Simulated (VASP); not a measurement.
# Ru (P6_3/mmc) in VASP: further runs

The runs below take Ru through relaxation of cell and atoms, single point, with PBEsol, LDA.

All numbers are computed with VASP 6.6.1; they aren't measurements. Logs are shortened: lines on timing, memory, paths and dates and some standing lists are left out, and cuts for length are marked.

### Step 1. The cell of the first run

The structure is hexagonal, space group P6_3/mmc (No. 194). The conventional cell has a = 2.700 Å, b = 2.700 Å, c = 4.277 Å, α = 90.00°, β = 90.00°, γ = 120.00°. Ru (site symmetry -6m2) has 12 Ru at 2.65 to 2.70 Å within 3.5 Å.

### Step 2. Relaxation of cell and atoms, PBEsol

INCAR

```
SYSTEM = Ru
  PREC = Accurate
  ENCUT = 600
  EDIFF = 1E-7
  ISMEAR = 1
  SIGMA = 0.1
  LREAL = .False.
  LASPH = .True.
  NELM = 80
  ALGO = Normal
  ISIF = 3
  LWAVE = .False.
  LCHARG = .False.
  GGA = PS
  IBRION = 2
  NSW = 60
  EDIFFG = -0.005
```

KPOINTS

```
regular mesh
0
Gamma
  23 23 13
  0 0 0
```

POSCAR

```
Ru
1.0
    2.7000000000      0.0000000000      0.0000000000
   -1.3500000000      2.3382685900      0.0000000000
    0.0000000000      0.0000000000      4.2768000000
Ru
2
Direct
    0.0000000000      0.0000000000      0.0000000000
    0.3333333333      0.6666666667      0.5000000000
```

Potentials or basis: VASP PAW PBE potentials, release 64 (Ru_pv).

Command:

```bash
$ cat potpaw_PBE.64/Ru_pv/POTCAR > POTCAR
$ mpirun -np 1 vasp_std > vasp.out
```

OUTCAR:

```text
SYSTEM = Ru
   PREC = Accurate
   ENCUT = 600
   EDIFF = 1E-7
   ISMEAR = 1
   LREAL = .False.
   LASPH = .True.
   NELM = 80
   ISIF = 3
   GGA = PS
   IBRION = 2
   NSW = 60
   EDIFFG = -0.005

 ion  position               nearest neighbor table
   1  0.000  0.000  0.000-   2 2.65   2 2.65   2 2.65   2 2.65   2 2.65   2 2.65
   2  0.333  0.667  0.500-   1 2.65   1 2.65   1 2.65   1 2.65   1 2.65   1 2.65

  LATTYP: Found a hexagonal cell.
 ALAT       =     2.7000000000
 C/A-ratio  =     1.5840000000

  Lattice vectors:

 A1 = (   2.7000000000,   0.0000000000,   0.0000000000)
 A2 = (  -1.3500000000,   2.3382685900,   0.0000000000)
 A3 = (   0.0000000000,   0.0000000000,   4.2768000000)

Analysis of symmetry for initial positions (statically):
=====================================================================
 Subroutine PRICEL returns:
 Original cell was already a primitive cell.

 Routine SETGRP: Setting up the symmetry group for a
 hexagonal supercell.

 Subroutine GETGRP returns: Found 24 space group operations
 (whereof 12 operations were pure point group operations)
 out of a pool of 24 trial point group operations.

The static configuration has the point symmetry D_3h.
 The point group associated with its full space group is D_6h.

Analysis of symmetry for dynamics (positions and initial velocities):
=====================================================================
 Subroutine PRICEL returns:
 Original cell was already a primitive cell.

 Routine SETGRP: Setting up the symmetry group for a
 hexagonal supercell.

 Subroutine GETGRP returns: Found 24 space group operations
 (whereof 12 operations were pure point group operations)
 out of a pool of 24 trial point group operations.

The dynamic configuration has the point symmetry D_3h.
 The point group associated with its full space group is D_6h.

 Subroutine INISYM returns: Found 24 space group operations
 (whereof 12 operations are pure point group operations),
 and found     1 'primitive' translations

----------------------------------------------------------------------------------------

                                     Primitive cell

  volume of cell :      27.0008

  direct lattice vectors                    reciprocal lattice vectors
     2.700000000  0.000000000  0.000000000     0.370370370  0.213833433  0.000000000
[... 89 lines left out ...]
   NSW    =     60    number of steps for IOM
   IBRION =      2    ionic relax: 0-MD 1-quasi-New 2-CG
   NFREE  =      1    steps in history (QN), initial steepest desc. (CG)
   ISIF   =      3    stress and relaxation
   ISYM   =      2    0-nonsym 1-usesym 2-fastsym
   POTIM  = 0.5000    time-step for ionic-motion
   TEBEG  =    0.0;   TEEND  =   0.0 temperature during run
   PSTRESS=    0.0 pullay stress
   NELECT =      28.0000    total number of electrons
   NUPDOWN=      -1.0000    fix difference up-down
   EMIN   =  10.00;   EMAX   =-10.00  energy-range for DOS
   EFERMI =   0.00;   METHOD = LEGACY
   ISMEAR =     1;   SIGMA  =   0.10  broadening in eV -4-tet -1-fermi 0-gaus
   EFERMI_NEDOS =   21; number of points for ismear=-14 and -15
   IALGO  =     38    algorithm
   IMIX   =      4    mixing-type and parameters
     AMIX     =   0.40;   BMIX     =  1.00
     AMIX_MAG =   1.60;   BMIX_MAG =  1.00
  volume/ion in A,a.u.               =      13.50        91.11
  Fermi-wavevector in a.u.,A,eV,Ry     =   1.657048  3.131367 37.358996  2.745809
  Thomas-Fermi vector in A             =   2.744868
   LORBIT       =      0    0 simple, 1 ext, 2 COOP (PROOUT), +10 PAW based schemes
   GGA     = PS    functional components
   LHFCALC =     F    Hartree Fock is set to
   AEXX    =    0.0000 exact exchange contribution
   IVDW    =     0    specifies the selected vdW correction
   LEPSILON=     F    determine dielectric tensor
   LRPA    =     F    only Hartree local field effects (RPA)
 conjugate gradient relaxation of ions
 non-spin polarized calculation
 Methfessel and Paxton  Order N= 1 SIGMA  =   0.10
  energy-cutoff  :      600.00
  volume of cell :       27.00
 maximum number of plane-waves:       929
 NGX is ok and might be reduce to    24
   NGX = 11   NGY = 11   NGZ = 17

--------------------------------------- Ionic step        1  -------------------------------------------

 number of electron      28.0000000 magnetization

 Free energy of the ion-electron system (eV)
  ---------------------------------------------------
  ext. energy  EPLUGINS =         0.00000000
  ---------------------------------------------------
  free energy    TOTEN  =       -20.33945241 eV

  energy without entropy =      -20.33984846  energy(sigma->0) =      -20.33958443

------------------------ aborting loop because EDIFF is reached ----------------------------------------

  FORCE on cell =-STRESS in cart. coord.  units (eV):
  Direction    XX          YY          ZZ          XY          YZ          ZX
  --------------------------------------------------------------------------------------
  -------------------------------------------------------------------------------------
  Total       -0.6915506     -0.6915506     -1.0156765      0.0000000      0.0000000      0.0000000
  in kB      -41.0352850    -41.0352850    -60.2682940      0.0000000      0.0000000      0.0000000
  external PRESSURE =     -47.4462880 kB  Pullay stress =       0.0000000 kB
[... 167 lines left out ...]
--------------------------------------- Ionic step        6  -------------------------------------------

 number of electron      27.9999996 magnetization

 Free energy of the ion-electron system (eV)
  ---------------------------------------------------
  ext. energy  EPLUGINS =         0.00000000
  ---------------------------------------------------
  free energy    TOTEN  =       -20.34539627 eV

  energy without entropy =      -20.34571150  energy(sigma->0) =      -20.34550135

 E-fermi :  13.0786     XC(G=0): -14.4023

 val. band max:       13.0784720105   @ k =   0.0435   0.0000   0.3846
 cond. band min:      13.0942631728   @ k =   0.4783   0.0435   0.4615
 fundamental gap:      0.0157911623
 Fermi energy:        13.0785977755

 k-point     1 :       0.0000    0.0000    0.0000
  band No.  band energies     occupation
      1     -30.6233      2.00000
      2     -29.6284      2.00000
      3     -29.6284      2.00000
      4     -29.4446      2.00000
      5     -29.4446      2.00000
      6     -29.3914      2.00000
[... 481 lines left out ...]
      5     -29.4763      2.00000
      6     -29.4303      2.00000
[... 10 lines left out ...]
     17      14.5340     -0.00000
     18      18.0230      0.00000

 [... further k-points ...]
[... 5 lines left out ...]
  --------------------------------------------------------------------------------------
  -------------------------------------------------------------------------------------
  Total        0.0007007      0.0007007     -0.0001393      0.0000000      0.0000000      0.0000000
  in kB        0.0421606      0.0421606     -0.0083820      0.0000000      0.0000000      0.0000000
  external PRESSURE =       0.0253131 kB  Pullay stress =       0.0000000 kB
[... 17 lines left out ...]
  FREE ENERGIE OF THE ION-ELECTRON SYSTEM (eV)
  ---------------------------------------------------
  free  energy   TOTEN  =       -20.3453962693 eV

  energy  without entropy=      -20.3457115021  energy(sigma->0) =      -20.34550135

 reached required accuracy - stopping structural energy minimisation
```

CONTCAR:

```text
Ru
   1.00000000000000
     2.6904800614268045    0.0000000000000000    0.0000000000000000
    -1.3452400307134023    2.3300240813554542   -0.0000000000000000
     0.0000000000000000    0.0000000000000000    4.2477753644957001
  Ru
     2
Direct
     0.0000000000000000    0.0000000000000000    0.0000000000000000
     0.3333333332999970    0.6666666667000030    0.5000000000000000

  0.00000000E+00  0.00000000E+00  0.00000000E+00
  0.00000000E+00  0.00000000E+00  0.00000000E+00
```

Run time: 17 min. Hardware: 1 thread of Intel Xeon 8259CL, shared host; peak memory 0.33 GiB.

Results:

- Free energy: -20.3454 eV
- Relaxed volume: 13.31 Å³/atom
- Relaxed cell: a = 2.690 Å, b = 2.690 Å, c = 4.248 Å, α = 90.00°, β = 90.00°, γ = 120.00°
- Space group after relaxing (to 0.1 Å): P6_3/mmc (No. 194)
- Energy gained by relaxing: 3.0 meV/atom
- Ionic steps: 6
- Pressure after relaxing: 0.0 GPa
- Band gap on the k mesh: zero (bands 14 and 15 overlap by 3.24 eV)

The path:
```tsv
step	energy change (eV)	largest force (eV/Å)	pressure (GPa)	volume (Å³)
1	0.0000	0.0000	-4.74	27.00
2	0.0557	0.0000	17.50	25.47
3	-0.0059	0.0000	-0.03	26.63
4	-0.0059	0.0000	0.07	26.62
5	-0.0059	0.0000	-0.04	26.63
6	-0.0059	0.0000	0.00	26.63
```

Final structure:
```xyz
2
Lattice="2.6905 0.0000 0.0000 -1.3452 2.3300 0.0000 0.0000 0.0000 4.2478" Properties=species:S:1:pos:R:3 pbc="T T T"
Ru    0.0000    0.0000    0.0000
Ru    0.0000    1.5533    2.1239
```

Caveat: the PAW data sets were made with another functional, which shifts forces and pressure a little.

### Step 3. Single point, LDA

This run uses another cell than the first one, of 13.08 Å³/atom.

INCAR

```
SYSTEM = Ru
PREC = Accurate
ENCUT = 520
EDIFF = 1E-6
ISMEAR = 1
SIGMA = 0.1
LREAL = .False.
LASPH = .True.
NELM = 60
ALGO = Normal
ISIF = 2
LWAVE = .False.
LCHARG = .True.
LELF = .True.
LVHAR = .True.
NBANDS = 21
```

KPOINTS

```
regular mesh
0
Gamma
  34 34 19
  0 0 0
```

POSCAR

```
Ru
1.0
    2.6750546290      0.0000000000      0.0000000000
   -1.3375273140      2.3166652650      0.0000000000
    0.0000000000      0.0000000000      4.2228375920
Ru
2
Direct
    0.0000000000      0.0000000000      0.0000000000
    0.3333333333      0.6666666667      0.5000000000
```

Potentials or basis: VASP PAW LDA potentials, release 64 (Ru_pv).

Command:

```bash
$ cat potpaw_LDA.64/Ru_pv/POTCAR > POTCAR
$ mpirun -np 1 vasp_std > vasp.out
```

OUTCAR:

```text
SYSTEM = Ru
   PREC = Accurate
   ENCUT = 520
   EDIFF = 1E-6
   ISMEAR = 1
   LREAL = .False.
   LASPH = .True.
   NELM = 60
   ISIF = 2

 ion  position               nearest neighbor table
   1  0.000  0.000  0.000-   2 2.62   2 2.62   2 2.62   2 2.62   2 2.62   2 2.62
   2  0.333  0.667  0.500-   1 2.62   1 2.62   1 2.62   1 2.62   1 2.62   1 2.62

  LATTYP: Found a hexagonal cell.
 ALAT       =     2.6750546290
 C/A-ratio  =     1.5785986373

  Lattice vectors:

 A1 = (   2.6750546290,   0.0000000000,   0.0000000000)
 A2 = (  -1.3375273140,   2.3166652650,   0.0000000000)
 A3 = (   0.0000000000,   0.0000000000,   4.2228375920)

Analysis of symmetry for initial positions (statically):
=====================================================================
 Subroutine PRICEL returns:
 Original cell was already a primitive cell.

 Routine SETGRP: Setting up the symmetry group for a
 hexagonal supercell.

 Subroutine GETGRP returns: Found 24 space group operations
 (whereof 12 operations were pure point group operations)
 out of a pool of 24 trial point group operations.

The static configuration has the point symmetry D_3h.
 The point group associated with its full space group is D_6h.

[... 156 lines left out ...]
  ext. energy  EPLUGINS =         0.00000000
  ---------------------------------------------------
  free energy    TOTEN  =       -21.39080745 eV

  energy without entropy =      -21.39094489  energy(sigma->0) =      -21.39085327

 E-fermi :  13.4076     XC(G=0): -14.6087

 val. band max:       13.4074141800   @ k =   0.4412   0.1176   0.4737
 cond. band min:      13.4096843210   @ k =   0.2647   0.2647   0.2632
 fundamental gap:      0.0022701410
 Fermi energy:        13.4075528565

 k-point     1 :       0.0000    0.0000    0.0000
  band No.  band energies     occupation
      1     -30.2302      2.00000
      2     -29.1597      2.00000
      3     -29.1597      2.00000
      4     -28.9636      2.00000
      5     -28.9636      2.00000
      6     -28.9117      2.00000
[... 565 lines left out ...]
     20      23.3212      0.00000
     21      23.9215      0.00000

 [... further k-points ...]
[... 5 lines left out ...]
  --------------------------------------------------------------------------------------
  -------------------------------------------------------------------------------------
  Total        0.1767254      0.1767254      0.1395619      0.0000000      0.0000000     -0.0000000
  in kB       10.8195508     10.8195508      8.5443155      0.0000000      0.0000000     -0.0000000
  external PRESSURE =      10.0611390 kB  Pullay stress =       0.0000000 kB

 VOLUME and BASIS-vectors are now :
 -----------------------------------------------------------------------------
  energy-cutoff  :      520.00
  volume of cell :       26.17
      direct lattice vectors                 reciprocal lattice vectors
     2.675054629  0.000000000  0.000000000     0.373824141  0.215827469  0.000000000
    -1.337527314  2.316665265  0.000000000     0.000000000  0.431654937  0.000000000
     0.000000000  0.000000000  4.222837592     0.000000000  0.000000000  0.236807592

 POSITION                                       TOTAL-FORCE (eV/Angst)
 -----------------------------------------------------------------------------------
      0.00000      0.00000      0.00000         0.000000     -0.000000      0.000000
      0.00000      1.54444      2.11142        -0.000000      0.000000      0.000000
 -----------------------------------------------------------------------------------
    total drift:                                0.000000     -0.000000     -0.000000

  FREE ENERGIE OF THE ION-ELECTRON SYSTEM (eV)
  ---------------------------------------------------
  free  energy   TOTEN  =       -21.3908074546 eV

  energy  without entropy=      -21.3909448911  energy(sigma->0) =      -21.39085327
```

OSZICAR:

```text
N       E                     dE             d eps       ncg     rms          rms(c)
DAV:   1     0.287055424806E+03    0.28706E+03   -0.16763E+04 47880   0.147E+03
DAV:   2    -0.167435149453E+02   -0.30380E+03   -0.29459E+03 48871   0.447E+02
DAV:   3    -0.228006155224E+02   -0.60571E+01   -0.60167E+01 57310   0.709E+01
DAV:   4    -0.228437213749E+02   -0.43106E-01   -0.43033E-01 56389   0.594E+00
DAV:   5    -0.228443758677E+02   -0.65449E-03   -0.65061E-03 55260   0.644E-01    0.201E+01
DAV:   6    -0.214949110813E+02    0.13495E+01   -0.30444E+00 55285   0.167E+01    0.554E+00
DAV:   7    -0.214028203060E+02    0.92091E-01   -0.47256E-01 54000   0.488E+00    0.113E+00
DAV:   8    -0.213916946562E+02    0.11126E-01   -0.15907E-02 52335   0.128E+00    0.430E-01
DAV:   9    -0.213907834188E+02    0.91124E-03   -0.79771E-04 54670   0.304E-01    0.272E-02
DAV:  10    -0.213908075038E+02   -0.24085E-04   -0.22338E-05 53805   0.492E-02    0.104E-02
DAV:  11    -0.213908074546E+02    0.49167E-07   -0.40124E-06 53795   0.195E-02
   1 F= -.21390807E+02 E0= -.21390853E+02  d E =0.137436E-03
```

stdout:

```text
POSCAR found type information on POSCAR Ru
 POSCAR found :  1 types and       2 ions
 scaLAPACK will be used
 LDA part: xc-table for (Slater(with rela. corr.)+CA(PZ))
 , standard interpolation
 POSCAR, INCAR and KPOINTS ok, starting setup
 FFT: planning ... GRIDC
 FFT: planning ... GRID_SOFT
 FFT: planning ... GRID
 WAVECAR not read
 entering main loop
```

Run time: 8.9 min. Hardware: 1 thread of Intel Xeon 8259CL, shared host; peak memory 0.54 GiB.

What came out:

```
Free energy            : -21.3908 eV
Pressure               : 1.0 GPa
Band gap on the k mesh : zero (bands 14 and 15 overlap by 3.44 eV)
```

Stress tensor (GPa, compression positive):
```
1.08 0.00 0.00
0.00 1.08 0.00
0.00 0.00 0.85
```
